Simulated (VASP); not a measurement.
# TiCo in VASP: notebook, part 2 of 3

VASP 6.6.1. Earlier steps stand in the parts before.

### 3 Single point, PBE, collinear spin, ferromagnetic start (biaxial strain in the a-b plane: +1.0 %)

Input file INCAR:

```
PREC = Accurate
ENCUT = 520
EDIFF = 1E-6
ISMEAR = 0
SIGMA = 0.1
LREAL = False
LASPH = True
NELM = 150
ALGO = Normal
ISIF = 2
LWAVE = False
LCHARG = True
ISPIN = 2
MAGMOM = 0 1.09
LORBIT = 11
LMAXMIX = 4
GGA = PE
LELF = True
LVHAR = True
NBANDS = 22
```

Input file KPOINTS:

```
regular mesh
0
Gamma
  18 18 18
```

Input file POSCAR:

```
TiCo
1.0
    3.0154431599      0.0000000000      0.0000000000
    0.0000000000      3.0154431599      0.0000000000
    0.0000000000      0.0000000000      2.9676737633
Ti Co
1 1
Direct
    0.0000000000      0.0000000000      0.0000000000
    0.5000000000      0.5000000000      0.5000000000
```

Potentials or basis: VASP PAW PBE potentials, release 64 (Ti_sv, Co).

Started as:

```
$ cat potpaw_PBE.64/Ti_sv/POTCAR potpaw_PBE.64/Co/POTCAR > POTCAR
$ mpirun -np 1 vasp_std > vasp.out
```

OUTCAR:

```text
PREC = Accurate
   ENCUT = 520
   EDIFF = 1E-6
   ISMEAR = 0
   LREAL = False
   LASPH = True
   NELM = 150
   ISIF = 2
   ISPIN = 2
   LORBIT = 11
   GGA = PE

 ion  position               nearest neighbor table
   1  0.000  0.000  0.000-   2 2.60   2 2.60   2 2.60   2 2.60   2 2.60   2 2.60   2 2.60   2 2.60

   2  0.500  0.500  0.500-   1 2.60   1 2.60   1 2.60   1 2.60   1 2.60   1 2.60   1 2.60   1 2.60

  LATTYP: Found a simple tetragonal cell.
 ALAT       =     3.0154431599
 C/A-ratio  =     0.9841584158

  Lattice vectors:

 A1 = (   3.0154431599,   0.0000000000,   0.0000000000)
 A2 = (   0.0000000000,   3.0154431599,   0.0000000000)
[... 1415 lines left out ...]

 VOLUME and BASIS-vectors are now :
 -----------------------------------------------------------------------------
  energy-cutoff  :      520.00
  volume of cell :       26.98
      direct lattice vectors                 reciprocal lattice vectors
     3.015443160  0.000000000  0.000000000     0.331626214  0.000000000  0.000000000
     0.000000000  3.015443160  0.000000000     0.000000000  0.331626214  0.000000000
     0.000000000  0.000000000  2.967673763     0.000000000  0.000000000  0.336964262

 POSITION                                       TOTAL-FORCE (eV/Angst)
 -----------------------------------------------------------------------------------
      0.00000      0.00000      0.00000         0.000000      0.000000      0.000000
      1.50772      1.50772      1.48384         0.000000      0.000000      0.000000
 -----------------------------------------------------------------------------------
    total drift:                                0.000000      0.000000     -0.000000

  FREE ENERGIE OF THE ION-ELECTRON SYSTEM (eV)
  ---------------------------------------------------
  free  energy   TOTEN  =       -15.6740567820 eV

  energy  without entropy=      -15.6651755303  energy(sigma->0) =      -15.66961616

 total charge

# of ion       s       p       d       tot
------------------------------------------
    1        2.244   6.176   1.846  10.266
    2        0.520   0.453   7.291   8.265
--------------------------------------------------
tot          2.765   6.629   9.138  18.531

 magnetization (x)

# of ion       s       p       d       tot
------------------------------------------
    1       -0.003  -0.013  -0.026  -0.042
    2        0.028  -0.006   0.944   0.967
--------------------------------------------------
tot          0.026  -0.019   0.919   0.925
```

Run time: 5.7 min. Hardware: 1 thread of AMD EPYC 9R45 (Zen 5), shared host; peak memory 0.52 GiB.

Results:

| Item | Value |
| --- | --- |
| Free energy | -15.6741 eV |
| Pressure | -2.8 GPa |
| Net moment | 0.87 μB per cell |
| Site moments | Ti -0.04; Co +0.97 μB |
| Valence electrons inside the program's atomic spheres | Ti 10.27; Co 8.27 |

Levels at points of the mesh, in eV from the Fermi level:
Spin up:
| k point | band 8 | band 9 | band 10 | band 11 | band 12 | band 13 | band 14 | band 15 |
| --- | --- | --- | --- | --- | --- | --- | --- | --- |
| (0.00, 0.00, 0.00) | -1.91 | -1.84 | -1.84 | 0.41 | 0.51 | 2.61 | 2.63 | 2.63 |
| (0.50, 0.00, 0.00) | -2.00 | -1.94 | -1.51 | -0.70 | -0.69 | 0.62 | 0.77 | 2.22 |
| (0.50, 0.50, 0.00) | -2.63 | -1.56 | -0.86 | 0.54 | 0.54 | 0.98 | 2.41 | 2.41 |
| (0.00, 0.00, 0.50) | -2.00 | -2.00 | -1.55 | -0.62 | -0.54 | 0.60 | 0.60 | 2.17 |
| (0.50, 0.00, 0.50) | -2.72 | -1.52 | -0.77 | 0.65 | 0.67 | 1.13 | 2.36 | 2.41 |
| (0.50, 0.50, 0.50) | -2.06 | -2.06 | -1.99 | -1.53 | -1.48 | 3.11 | 3.18 | 6.81 |
Spin down:
| k point | band 8 | band 9 | band 10 | band 11 | band 12 | band 13 |
| --- | --- | --- | --- | --- | --- | --- |
| (0.00, 0.00, 0.00) | -1.35 | -1.27 | -1.27 | 0.97 | 1.07 | 2.70 |
| (0.50, 0.00, 0.00) | -1.39 | -1.33 | -0.86 | -0.81 | 0.55 | 0.62 |
| (0.50, 0.50, 0.00) | -2.17 | -0.01 | 0.24 | 0.50 | 0.50 | 1.14 |
| (0.00, 0.00, 0.50) | -1.40 | -1.40 | -0.90 | -0.75 | 0.59 | 0.59 |
| (0.50, 0.00, 0.50) | -2.28 | 0.03 | 0.35 | 0.60 | 0.64 | 1.28 |
| (0.50, 0.50, 0.50) | -2.07 | -2.07 | -2.00 | 0.03 | 0.08 | 3.03 |

Caveat: the cell differs from its parent crystal (biaxial strain in the a-b plane: +1.0 %).

### 4 Relaxation of cell and atoms, PBE, collinear spin, ferromagnetic start, target pressure 12 GPa, at which the enthalpy is minimised

This run uses another cell than the first one, of 12.46 Å³/atom, 0.926 times its volume.

Input file INCAR:

```
SYSTEM = TiCo
ALGO = Normal
EDIFF = 1E-6
EDIFFG = -0.008
ENCUT = 600
GGA = PE
IBRION = 2
ISIF = 3
ISMEAR = 0
ISPIN = 2
LASPH = .TRUE.
LCHARG = .FALSE.
LMAXMIX = 4
LORBIT = 11
LREAL = .FALSE.
LWAVE = .FALSE.
MAGMOM = 0 1.03
NELM = 150
NSW = 70
PREC = Accurate
PSTRESS = 120.0
SIGMA = 0.1
```

Input file KPOINTS:

```
k-points
0
G
  14 14 14
  0 0 0
```

Input file POSCAR:

```
TiCo
1.0
    2.9210086314      0.0000000000      0.0000000000
    0.0000000000      2.9210086314      0.0000000000
    0.0000000000      0.0000000000      2.9210086314
Ti Co
1 1
Direct
    0.0000000000      0.0000000000      0.0000000000
    0.5000000000      0.5000000000      0.5000000000
```

Started as:

```
$ cat potpaw_PBE.64/Ti_sv/POTCAR potpaw_PBE.64/Co/POTCAR > POTCAR
$ mpirun -np 1 vasp_std > vasp.out
```

It took 10 min on 1 thread of AMD EPYC 7R13, shared host; peak memory 0.2 GiB.

Results (log left out):

```
Free energy                                            : -15.6169 eV
Relaxed volume                                         : 12.41 Å³/atom
Relaxed cell                                           : a = 2.917 Å, b = 2.917 Å, c = 2.917 Å, α = 90.00°, β = 90.00°, γ = 90.00°
Space group after relaxing (to 0.05 Å)                 : Pm-3m (No. 221)
Energy change on relaxing (the enthalpy is what falls) : +3.8 meV/atom
Ionic steps                                            : 3
Pressure after relaxing                                : 11.9 GPa
Net moment                                             : 0.71 μB per cell
Site moments                                           : Ti +0.00; Co +0.73 μB
Valence electrons inside the program's atomic spheres  : Ti 10.39; Co 8.41
```

Step by step:
| step | energy change (eV) | largest force (eV/Å) | pressure (GPa) | volume (Å³) |
| --- | --- | --- | --- | --- |
| 1 | 0.0000 | 0.0000 | 11.15 | 24.92 |
| 2 | 0.0181 | 0.0000 | 13.28 | 24.68 |
| 3 | 0.0075 | 0.0000 | 11.91 | 24.82 |

Final structure:
```
CELL_PARAMETERS angstrom
2.91693 0.00000 0.00000
0.00000 2.91693 0.00000
0.00000 0.00000 2.91693
ATOMIC_POSITIONS crystal
Ti 0.00000 0.00000 0.00000
Co 0.50000 0.50000 0.50000
```

Levels at points of the mesh, in eV from the Fermi level:
Spin up:
```csv
k point,band 7,band 8,band 9,band 10,band 11,band 12,band 13,band 14,band 15
"(0.00, 0.00, 0.00)",-4.48,-1.93,-1.93,-1.93,0.56,0.56,2.89,2.89,2.89
"(0.50, 0.00, 0.00)",-3.19,-2.03,-2.03,-1.52,-0.89,-0.39,0.65,0.65,2.37
"(0.50, 0.50, 0.00)",-2.90,-2.90,-1.37,-0.66,0.72,0.72,1.20,2.67,2.67
"(0.50, 0.50, 0.50)",-2.90,-2.33,-2.33,-2.33,-1.34,-1.34,3.43,3.43,7.53
```
Spin down:
```
           k point  band 7  band 8  band 9  band 10  band 11  band 12  band 13  band 14
(0.00, 0.00, 0.00)   -3.97   -1.50   -1.50    -1.50     1.02     1.02     2.99     2.99
(0.50, 0.00, 0.00)   -2.24   -1.58   -1.58    -1.03    -0.95     0.54     0.68     0.68
(0.50, 0.50, 0.00)   -2.57   -2.57   -0.19     0.19     0.72     0.72     1.34     2.85
(0.50, 0.50, 0.50)   -2.53   -2.31   -2.31    -2.31    -0.15    -0.15     3.40     3.40
```

Caveat: the cell is relaxed towards a set pressure, so the enthalpy falls and the energy may rise.

### 5 Relaxation of cell and atoms, PBE, collinear spin, ferromagnetic start, target pressure 4 GPa, at which the enthalpy is minimised

This run uses another cell than the first one, of 13.00 Å³/atom, 0.966 times its volume.

Input file INCAR:

```
PREC = Accurate ; ENCUT = 600
EDIFF = 1E-6 ; ISMEAR = 0
SIGMA = 0.1 ; LREAL = False
LASPH = True ; NELM = 150
ALGO = Normal ; ISIF = 3
LWAVE = False ; LCHARG = False
ISPIN = 2 ; MAGMOM = 0 1.07
LORBIT = 11 ; LMAXMIX = 4
GGA = PE ; IBRION = 2
NSW = 70 ; EDIFFG = -0.008
PSTRESS = 40.0
```

Input file KPOINTS:

```
regular mesh
0
Gamma
  14 14 14
```

Input file POSCAR:

```
TiCo
1.0
    2.9622947496      0.0000000000      0.0000000000
    0.0000000000      2.9622947496      0.0000000000
    0.0000000000      0.0000000000      2.9622947496
Ti Co
1 1
Direct
    0.0000000000      0.0000000000      0.0000000000
    0.5000000000      0.5000000000      0.5000000000
```

Potentials or basis: VASP PAW PBE potentials, release 64 (Ti_sv, Co).

Started as:

```
$ cat potpaw_PBE.64/Ti_sv/POTCAR potpaw_PBE.64/Co/POTCAR > POTCAR
$ mpirun -np 1 vasp_std > vasp.out
```

OUTCAR:

```text
PREC = Accurate
   ENCUT = 600
   EDIFF = 1E-6
   ISMEAR = 0
   LREAL = False
   LASPH = True
   NELM = 150
   ISIF = 3
   ISPIN = 2
   LORBIT = 11
   GGA = PE
   IBRION = 2
   NSW = 70
   EDIFFG = -0.008
   PSTRESS = 40.0

 ion  position               nearest neighbor table
   1  0.000  0.000  0.000-   2 2.57   2 2.57   2 2.57   2 2.57   2 2.57   2 2.57   2 2.57   2 2.57

   2  0.500  0.500  0.500-   1 2.57   1 2.57   1 2.57   1 2.57   1 2.57   1 2.57   1 2.57   1 2.57

  LATTYP: Found a simple cubic cell.
 ALAT       =     2.9622947496

  Lattice vectors:

 A1 = (   2.9622947496,   0.0000000000,   0.0000000000)
 A2 = (   0.0000000000,   2.9622947496,   0.0000000000)
 A3 = (   0.0000000000,   0.0000000000,   2.9622947496)

Analysis of symmetry for initial positions (statically):
=====================================================================
 Subroutine PRICEL returns:
 Original cell was already a primitive cell.

 Routine SETGRP: Setting up the symmetry group for a
 simple cubic supercell.

 Subroutine GETGRP returns: Found 48 space group operations
 (whereof 48 operations were pure point group operations)
 out of a pool of 48 trial point group operations.

The static configuration has the point symmetry O_h .

Analysis of symmetry for dynamics (positions and initial velocities):
=====================================================================
 Subroutine PRICEL returns:
 Original cell was already a primitive cell.

 Routine SETGRP: Setting up the symmetry group for a
 simple cubic supercell.

 Subroutine GETGRP returns: Found 48 space group operations
 (whereof 48 operations were pure point group operations)
 out of a pool of 48 trial point group operations.

The dynamic configuration has the point symmetry O_h .

Analysis of structural, dynamic, and magnetic symmetry:
=====================================================================
 Subroutine PRICEL returns:
 Original cell was already a primitive cell.

 Routine SETGRP: Setting up the symmetry group for a
 simple cubic supercell.

 Subroutine GETGRP returns: Found 48 space group operations
 (whereof 48 operations were pure point group operations)
[... 154 lines left out ...]
------------------------ aborting loop because EDIFF is reached ----------------------------------------

  FORCE on cell =-STRESS in cart. coord.  units (eV):
  Direction    XX          YY          ZZ          XY          YZ          ZX
  --------------------------------------------------------------------------------------
  -------------------------------------------------------------------------------------
  Total        0.5422222      0.5422222      0.5422222     -0.0000000      0.0000000     -0.0000000
  in kB       33.4197430     33.4197430     33.4197430     -0.0000000      0.0000000     -0.0000000
  external PRESSURE =      -6.5802570 kB  Pullay stress =      40.0000000 kB
[... 63 lines left out ...]
--------------------------------------- Ionic step        3  -------------------------------------------

 number of electron      20.9999992 magnetization       0.8313022

 Free energy of the ion-electron system (eV)
  ---------------------------------------------------
  ext. energy  EPLUGINS =         0.00000000
  ---------------------------------------------------
  free energy    TOTEN  =       -15.67050077 eV

  energy without entropy =      -15.65997280  energy(sigma->0) =      -15.66523678

 E-fermi :  10.2984     XC(G=0): -12.7233

 val. band max:       10.2855356307   @ k =   0.4286   0.4286   0.1429
 cond. band min:      10.3000273530   @ k =   0.3571   0.1429   0.0714
 fundamental gap:      0.0144917224
 Fermi energy:        10.2983651865

 spin component 1

 k-point     1 :       0.0000    0.0000    0.0000
  band No.  band energies     occupation
      1     -46.8164      1.00000
      2     -22.9012      1.00000
      3     -22.9012      1.00000
      4     -22.9012      1.00000
      5       2.4893      1.00000
      6       5.9972      1.00000
      7       5.9972      1.00000
      8       8.3917      1.00000
      9       8.3917      1.00000
     10       8.3917      1.00000
     11      10.8025      0.00000
     12      10.8025      0.00000
     13      13.0547      0.00000
     14      13.0547      0.00000
[... 403 lines left out ...]
      4     -22.8701      1.00000
      5       5.2611      1.00000
      6       6.6382      1.00000
      7       7.2793      1.00000
      8       7.9284      1.00000
      9       8.1769      1.00000
     10       8.3280      1.00000
     11      10.1921      0.93364
     12      10.5479      0.00021
     13      11.3086      0.00000
     14      11.7576      0.00000
     15      12.8011      0.00000

 [... further k-points ...]

 spin component 2

 k-point     1 :       0.0000    0.0000    0.0000
  band No.  band energies     occupation
      1     -46.8126      1.00000
      2     -22.8980      1.00000
      3     -22.8980      1.00000
      4     -22.8980      1.00000
      5       2.4912      1.00000
      6       6.6272      1.00000
      7       6.6272      1.00000
      8       8.9093      1.00000
      9       8.9093      1.00000
     10       8.9094      1.00000
     11      11.3397      0.00000
     12      11.3397      0.00000
     13      13.1625      0.00000
     14      13.1625      0.00000
[... 448 lines left out ...]
  energy  without entropy=      -15.6599727994  energy(sigma->0) =      -15.66523678

  enthalpy is  TOTEN    =       -15.0239622629 eV   P V=        0.6465385053

 reached required accuracy - stopping structural energy minimisation

 total charge

# of ion       s       p       d       tot
------------------------------------------
    1        2.254   6.189   1.884  10.327
    2        0.536   0.476   7.322   8.335
--------------------------------------------------
tot          2.790   6.666   9.207  18.662

 magnetization (x)

# of ion       s       p       d       tot
------------------------------------------
    1       -0.002  -0.012   0.000  -0.013
    2        0.028  -0.003   0.861   0.885
--------------------------------------------------
tot          0.026  -0.015   0.861   0.872
```

OSZICAR:

```text
N       E                     dE             d eps       ncg     rms          rms(c)
DAV:   1     0.160179556388E+03    0.16018E+03   -0.11523E+04  7208   0.196E+03
DAV:   2    -0.872417657193E+01   -0.16890E+03   -0.16554E+03  7529   0.407E+02
DAV:   3    -0.176567979957E+02   -0.89326E+01   -0.88524E+01 11213   0.103E+02
[... 31 lines left out ...]
DAV:   5    -0.156704431376E+02   -0.14125E-04   -0.22078E-04 10840   0.100E-01    0.497E-02
DAV:   6    -0.156704667491E+02   -0.23611E-04   -0.29802E-05 10326   0.353E-02    0.395E-02
DAV:   7    -0.156704985759E+02   -0.31827E-04   -0.83819E-05 10989   0.756E-02    0.116E-02
DAV:   8    -0.156705004970E+02   -0.19210E-05   -0.16922E-05 10352   0.287E-02    0.439E-03
DAV:   9    -0.156705007682E+02   -0.27122E-06   -0.68077E-07  4187   0.917E-03
   3 F= -.15023962E+02 E0= -.15018698E+02  d E =-.210439E-03  mag=     0.8314
```

CONTCAR:

```text
TiCo
   1.00000000000000
     2.9585687247833827    0.0000000000000000   -0.0000000000000000
    -0.0000000000000000    2.9585687247833827    0.0000000000000000
     0.0000000000000000    0.0000000000000000    2.9585687247833827
  Ti              Co
     1     1
Direct
     0.0000000000000000    0.0000000000000000    0.0000000000000000
     0.5000000000000000    0.5000000000000000    0.5000000000000000

  0.00000000E+00  0.00000000E+00  0.00000000E+00
  0.00000000E+00  0.00000000E+00  0.00000000E+00
```

Wall time 9.6 min (1 thread of AMD EPYC 7R13, shared host); peak memory 0.2 GiB.

What came out:

| Property | Result |
| --- | --- |
| Free energy | -15.6705 eV |
| Relaxed volume | 12.95 Å³/atom |
| Relaxed cell | a = 2.959 Å, b = 2.959 Å, c = 2.959 Å, α = 90.00°, β = 90.00°, γ = 90.00° |
| Space group after relaxing (to 0.05 Å) | Pm-3m (No. 221) |
| Energy change on relaxing (the enthalpy is what falls) | +1.1 meV/atom |
| Ionic steps | 3 |
| Pressure after relaxing | 4.0 GPa |
| Net moment | 0.83 μB per cell |
| Site moments | Ti -0.01; Co +0.89 μB |
| Valence electrons inside the program's atomic spheres | Ti 10.33; Co 8.34 |

The path:
| step | energy change (eV) | largest force (eV/Å) | pressure (GPa) | volume (Å³) |
| --- | --- | --- | --- | --- |
| 1 | 0.0000 | 0.0000 | 3.34 | 25.99 |
| 2 | 0.0050 | 0.0000 | 4.61 | 25.79 |
| 3 | 0.0022 | 0.0000 | 4.03 | 25.90 |

Final structure:
```cif
data_structure
_symmetry_space_group_name_H-M 'P 1'
_symmetry_Int_Tables_number 1
_cell_length_a 2.9586
_cell_length_b 2.9586
_cell_length_c 2.9586
_cell_angle_alpha 90.000
_cell_angle_beta 90.000
_cell_angle_gamma 90.000
_cell_volume 25.90
loop_
_atom_site_label
_atom_site_type_symbol
_atom_site_fract_x
_atom_site_fract_y
_atom_site_fract_z
_atom_site_occupancy
Ti1 Ti 0.00000 0.00000 0.00000 1
Co1 Co 0.50000 0.50000 0.50000 1
```

Levels at points of the mesh, in eV from the Fermi level:
Spin up:
| k point | band 8 | band 9 | band 10 | band 11 | band 12 | band 13 | band 14 | band 15 |
| --- | --- | --- | --- | --- | --- | --- | --- | --- |
| (0.00, 0.00, 0.00) | -1.91 | -1.91 | -1.91 | 0.50 | 0.50 | 2.76 | 2.76 | 2.76 |
| (0.50, 0.00, 0.00) | -2.02 | -2.02 | -1.53 | -0.76 | -0.55 | 0.66 | 0.66 | 2.29 |
| (0.50, 0.50, 0.00) | -2.80 | -1.48 | -0.75 | 0.67 | 0.67 | 1.14 | 2.53 | 2.53 |
| (0.50, 0.50, 0.50) | -2.17 | -2.17 | -2.17 | -1.45 | -1.45 | 3.29 | 3.29 | 7.15 |
Spin down:
```
           k point  band 7  band 8  band 9  band 10  band 11  band 12  band 13  band 14
(0.00, 0.00, 0.00)   -3.67   -1.39   -1.39    -1.39     1.04     1.04     2.86     2.86
(0.50, 0.00, 0.00)   -1.99   -1.47   -1.47    -0.94    -0.85     0.59     0.69     0.69
(0.50, 0.50, 0.00)   -2.39   -2.39   -0.05     0.27     0.65     0.65     1.30     2.73
(0.50, 0.50, 0.50)   -2.40   -2.16   -2.16    -2.16    -0.02    -0.02     3.25     3.25
```

Caveat: the cell is relaxed towards a set pressure, so the enthalpy falls and the energy may rise.

(Continued in part 3 of 3.)
